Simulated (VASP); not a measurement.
# Ru (P6/mmm) in VASP: notebook, part 2 of 3

VASP 6.6.1.

## (4) Single point, PBE

This run uses another cell than the first one: it holds 3 atoms, not 1.

The input, INCAR:

```
PREC = Accurate
ENCUT = 520
EDIFF = 1E-6
ISMEAR = -1
SIGMA = 0.05
LREAL = F
LASPH = T
NELM = 100
ALGO = Normal
ISIF = 2
LWAVE = F
LCHARG = T
GGA = PE
LELF = T
LVHAR = T
NBANDS = 28
```

The input, KPOINTS:

```
Automatic mesh
0
Gamma
  9 9 12
```

The input, POSCAR:

```
Ru
1.0
    4.2700986650      0.0000000000      0.0000000000
   -2.1350493325      3.6980139205      0.0000000000
    0.0000000000      0.0000000000      2.6828215594
Ru
3
Direct
    0.0000000000      0.0000000000      0.0000000000
    0.3333333333      0.6666666667      0.5000000000
    0.6666666667      0.3333333333      0.5000000000
```

Potentials or basis: VASP PAW PBE potentials, release 64 (Ru_pv).

The run is started by

```bash
$ cat potpaw_PBE.64/Ru_pv/POTCAR > POTCAR
$ mpirun -np 1 vasp_std > vasp.out
```

OUTCAR:

```text
PREC = Accurate
   ENCUT = 520
   EDIFF = 1E-6
   ISMEAR = -1
   LREAL = F
   LASPH = T
   NELM = 100
   ISIF = 2
   GGA = PE

 ion  position               nearest neighbor table
   1  0.000  0.000  0.000-   2 2.81   3 2.81   2 2.81   3 2.81   2 2.81   2 2.81   3 2.81   3 2.81
                             3 2.81   3 2.81   2 2.81   2 2.81
   2  0.333  0.667  0.500-   3 2.47   3 2.47   3 2.47   1 2.81   1 2.81   1 2.81   1 2.81   1 2.81
                             1 2.81
   3  0.667  0.333  0.500-   2 2.47   2 2.47   2 2.47   1 2.81   1 2.81   1 2.81   1 2.81   1 2.81
                             1 2.81

  LATTYP: Found a hexagonal cell.
 ALAT       =     4.2700986650
 C/A-ratio  =     0.6282809298

  Lattice vectors:

 A1 = (   4.2700986650,   0.0000000000,   0.0000000000)
 A2 = (  -2.1350493325,   3.6980139205,   0.0000000000)
 A3 = (   0.0000000000,   0.0000000000,   2.6828215594)

Analysis of symmetry for initial positions (statically):
=====================================================================
 Subroutine PRICEL returns:
 Original cell was already a primitive cell.

 Routine SETGRP: Setting up the symmetry group for a
 hexagonal supercell.

 Subroutine GETGRP returns: Found 24 space group operations
 (whereof 24 operations were pure point group operations)
 out of a pool of 24 trial point group operations.

The static configuration has the point symmetry D_6h.

Analysis of symmetry for dynamics (positions and initial velocities):
=====================================================================
 Subroutine PRICEL returns:
 Original cell was already a primitive cell.

 Routine SETGRP: Setting up the symmetry group for a
 hexagonal supercell.

 Subroutine GETGRP returns: Found 24 space group operations
 (whereof 24 operations were pure point group operations)
 out of a pool of 24 trial point group operations.

The dynamic configuration has the point symmetry D_6h.

 Subroutine INISYM returns: Found 24 space group operations
 (whereof 24 operations are pure point group operations),
 and found     1 'primitive' translations

----------------------------------------------------------------------------------------

                                     Primitive cell

  volume of cell :      42.3641

  direct lattice vectors                    reciprocal lattice vectors
     4.270098665  0.000000000  0.000000000     0.234186626  0.135207712  0.000000000
    -2.135049332  3.698013921  0.000000000     0.000000000  0.270415423  0.000000000
     0.000000000  0.000000000  2.682821559     0.000000000  0.000000000  0.372741898

  length of vectors
     4.270098665  4.270098665  2.682821559     0.270415423  0.270415423  0.372741898

  position of ions in fractional coordinates (direct lattice)
     0.000000000  0.000000000  0.000000000
     0.333333333  0.666666667  0.500000000
     0.666666667  0.333333333  0.500000000

  ion indices of the primitive-cell ions
   primitive index   ion index
                 1           1
                 2           2
                 3           3

----------------------------------------------------------------------------------------

 KPOINTS: Automatic mesh

Automatic generation of k-mesh.
 Grid dimensions read from file:
 generate k-points for:    9    9   12

 Generating k-lattice:

  Cartesian coordinates                     Fractional coordinates (reciprocal lattice)
     0.026020736  0.015023079  0.000000000     0.111111111  0.000000000  0.000000000
     0.000000000  0.030046158  0.000000000     0.000000000  0.111111111  0.000000000
     0.000000000  0.000000000  0.031061825     0.000000000  0.000000000  0.083333333

  Length of vectors
     0.030046158  0.030046158  0.031061825

  Shift w.r.t. Gamma in fractional coordinates (k-lattice)
     0.000000000  0.000000000  0.000000000

 Subroutine IBZKPT returns following result:
 ===========================================

 Found     84 irreducible k-points:

 Following reciprocal coordinates:
            Coordinates               Weight
  0.000000  0.000000  0.000000      1.000000
  0.111111 -0.000000  0.000000      6.000000
  0.222222 -0.000000  0.000000      6.000000
  0.333333  0.000000  0.000000      6.000000
  0.444444 -0.000000  0.000000      6.000000
  0.111111  0.111111  0.000000      6.000000
[... 16 lines left out ...]
  0.333333  0.222222  0.083333     24.000000
  0.333333  0.333333  0.083333      4.000000
 [... further k-points ...]
   k-points           NKPTS =     84   k-points in BZ     NKDIM =     84   number of bands    NBANDS=     28
   number of dos      NEDOS =    301   number of ions     NIONS =      3
   total plane-waves  NPLWV =  20480
   dimension x,y,z NGX =    32 NGY =   32 NGZ =   20
   dimension x,y,z NGXF=    64 NGYF=   64 NGZF=   40
   ions per type =               3
   NGX,Y,Z   is equivalent  to a cutoff of  12.46, 12.46, 12.39 a.u.
   NGXF,Y,Z  is equivalent  to a cutoff of  24.92, 24.92, 24.79 a.u.
 SYSTEM =  unknown system
   PREC   = accura    normal or accurate (medium, high low for compatibility)
   ISTART =      0    job   : 0-new  1-cont  2-samecut
   ICHARG =      2    charge: 1-file 2-atom 10-const
   ISPIN  =      1    spin polarized calculation?
   LNONCOLLINEAR =      F non collinear calculations
   LSORBIT =      F    spin-orbit coupling
   LASPH  =      T    aspherical Exc in radial PAW
   ENCUT  =  520.0 eV  38.22 Ry    6.18 a.u.   7.94  7.94  4.99*2*pi/ulx,y,z
   NELM   =    100;   NELMIN=  2; NELMDL= -5     # of ELM steps
   EDIFF  = 0.1E-05   stopping-criterion for ELM
   LREAL  =      F    real-space projection
   EDIFFG = 0.1E-04   stopping-criterion for IOM
   NSW    =      0    number of steps for IOM
   IBRION =     -1    ionic relax: 0-MD 1-quasi-New 2-CG
   NFREE  =      0    steps in history (QN), initial steepest desc. (CG)
   ISIF   =      2    stress and relaxation
   ISYM   =      2    0-nonsym 1-usesym 2-fastsym
   POTIM  = 0.5000    time-step for ionic-motion
   TEBEG  =    0.0;   TEEND  =   0.0 temperature during run
   PSTRESS=    0.0 pullay stress
   NELECT =      42.0000    total number of electrons
   NUPDOWN=      -1.0000    fix difference up-down
   EMIN   =  10.00;   EMAX   =-10.00  energy-range for DOS
   EFERMI =   0.00;   METHOD = LEGACY
   ISMEAR =    -1;   SIGMA  =   0.05  broadening in eV -4-tet -1-fermi 0-gaus
   EFERMI_NEDOS =   21; number of points for ismear=-14 and -15
   IALGO  =     38    algorithm
   IMIX   =      4    mixing-type and parameters
     AMIX     =   0.40;   BMIX     =  1.00
     AMIX_MAG =   1.60;   BMIX_MAG =  1.00
  volume/ion in A,a.u.               =      14.12        95.30
  Fermi-wavevector in a.u.,A,eV,Ry     =   1.632395  3.084779 36.255615  2.664713
  Thomas-Fermi vector in A             =   2.724372
   LORBIT       =      0    0 simple, 1 ext, 2 COOP (PROOUT), +10 PAW based schemes
   GGA     = PE    functional components
   LHFCALC =     F    Hartree Fock is set to
   AEXX    =    0.0000 exact exchange contribution
   IVDW    =     0    specifies the selected vdW correction
   LEPSILON=     F    determine dielectric tensor
   LRPA    =     F    only Hartree local field effects (RPA)
 non-spin polarized calculation
  energy-cutoff  :      520.00
  volume of cell :       42.36
 maximum number of plane-waves:      1156
 NGX is ok and might be reduce to    32

 number of electron      42.0000006 magnetization

 Free energy of the ion-electron system (eV)
  ---------------------------------------------------
  ext. energy  EPLUGINS =         0.00000000
  ---------------------------------------------------
  free energy    TOTEN  =       -26.94669753 eV

  energy without entropy =      -26.91743590  energy(sigma->0) =      -26.93206671

 E-fermi :  12.3272     XC(G=0): -13.8592

 val. band max:       12.3022237436   @ k =   0.3333   0.3333   0.2500
 cond. band min:      12.3337136395   @ k =   0.2222   0.2222   0.2500
 fundamental gap:      0.0314898959
 Fermi energy:        12.3272471542

 k-point     1 :       0.0000    0.0000    0.0000
  band No.  band energies     occupation
      1     -31.2489      2.00000
      2     -31.2489      2.00000
      3     -30.8633      2.00000
      4     -30.8633      2.00000
      5     -30.6004      2.00000
      6     -30.3583      2.00000
[... 20 lines left out ...]
     27      21.5403      0.00000
     28      21.6118      0.00000
[... 683 lines left out ...]
 k-point    24 :       0.3333    0.3333    0.0833
  band No.  band energies     occupation
      1     -31.3490      2.00000
      2     -31.0124      2.00000
      3     -31.0124      2.00000
      4     -30.5649      2.00000
      5     -30.5649      2.00000
      6     -30.4691      2.00000
[... 20 lines left out ...]
     27      13.8768      0.00000
     28      22.6772      0.00000

 [... further k-points ...]
[... 5 lines left out ...]
  --------------------------------------------------------------------------------------
  -------------------------------------------------------------------------------------
  Total       -0.0696164     -0.0696164     -0.1041597      0.0000000      0.0000000      0.0000000
  in kB       -2.6328350     -2.6328350     -3.9392362      0.0000000      0.0000000      0.0000000
  external PRESSURE =      -3.0683020 kB  Pullay stress =       0.0000000 kB

 VOLUME and BASIS-vectors are now :
 -----------------------------------------------------------------------------
  energy-cutoff  :      520.00
  volume of cell :       42.36
      direct lattice vectors                 reciprocal lattice vectors
     4.270098665  0.000000000  0.000000000     0.234186626  0.135207712  0.000000000
    -2.135049332  3.698013921  0.000000000     0.000000000  0.270415423  0.000000000
     0.000000000  0.000000000  2.682821559     0.000000000  0.000000000  0.372741898

 POSITION                                       TOTAL-FORCE (eV/Angst)
 -----------------------------------------------------------------------------------
      0.00000      0.00000      0.00000         0.000000      0.000000      0.000000
     -0.00000      2.46534      1.34141         0.000000      0.000000      0.000000
      2.13505      1.23267      1.34141        -0.000000      0.000000     -0.000000
 -----------------------------------------------------------------------------------
    total drift:                               -0.000000      0.000000      0.000000

  FREE ENERGIE OF THE ION-ELECTRON SYSTEM (eV)
  ---------------------------------------------------
  free  energy   TOTEN  =       -26.9466975269 eV

  energy  without entropy=      -26.9174358986  energy(sigma->0) =      -26.93206671
```

stdout:

```text
POSCAR found type information on POSCAR Ru
 POSCAR found :  1 types and       3 ions
 scaLAPACK will be used
 LDA part: xc-table for (Slater+PW92), standard interpolation
 POSCAR, INCAR and KPOINTS ok, starting setup
 FFT: planning ... GRIDC
 FFT: planning ... GRID_SOFT
 FFT: planning ... GRID
 WAVECAR not read
 entering main loop
```

It took 30 s on 1 thread of Intel Xeon 6975P-C (Granite Rapids), shared host; peak memory 0.2 GiB.

What came out:

| Property | Result |
| --- | --- |
| Free energy | -26.9467 eV |
| Pressure | -0.3 GPa |
| Band gap on the k mesh | zero (band 21 reaches 13.41 eV, above the bottom of band 22 at 11.02 eV) |

Levels at points of the mesh, in eV from the Fermi level:
```tsv
k point	band 19	band 20	band 21	band 22	band 23	band 24
(0.00, 0.00, 0.00)	-2.09	-1.42	-1.42	-1.31	-1.31	1.61
(0.00, 0.00, 0.50)	-1.93	0.63	0.63	1.29	1.29	2.35
```

(Continued in part 3 of 3.)
